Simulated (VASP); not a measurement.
Crystal: Hf.

```
CELL_PARAMETERS angstrom
-1.80500 1.80500 1.80500
1.80500 -1.80500 1.80500
1.80500 1.80500 -1.80500
ATOMIC_POSITIONS crystal
Hf 0.00000 0.00000 0.00000
```

- Program: VASP 6.6.1
- Task: relaxation of cell and atoms
- Functional: PBEsol
- Potentials or basis: VASP PAW PBE potentials, release 64 (Hf_pv)
- Cutoff: 600 eV
- k mesh: 9 × 9 × 9
- Occupations: fermi-dirac, width 0.1 eV
- Spin: no spin polarisation

At the start: pressure -9.0 GPa; volume 23.52 Å³/atom.

Where does the relaxation end?

Over 4 steps the energy falls by 68.5 meV/atom and the volume is 21.23 Å³/atom (-9.7 %); space group Im-3m (No. 229, to 0.05 Å).

The path:
```csv
step,energy change (eV),largest force (eV/Å),pressure (GPa),volume (Å³)
1,0.0000,0.0000,-8.98,23.52
2,-0.0039,0.0000,11.52,19.31
3,-0.0685,0.0000,-0.15,21.27
4,-0.0685,0.0000,0.07,21.23
```

Final structure:
```xyz
1
Lattice="-1.7444 1.7444 1.7444 1.7444 -1.7444 1.7444 1.7444 1.7444 -1.7444" Properties=species:S:1:pos:R:3 pbc="T T T"
Hf    1.7444    1.7444    1.7444
```

Caveat: the PAW data sets were made with another functional, which shifts forces and pressure a little.
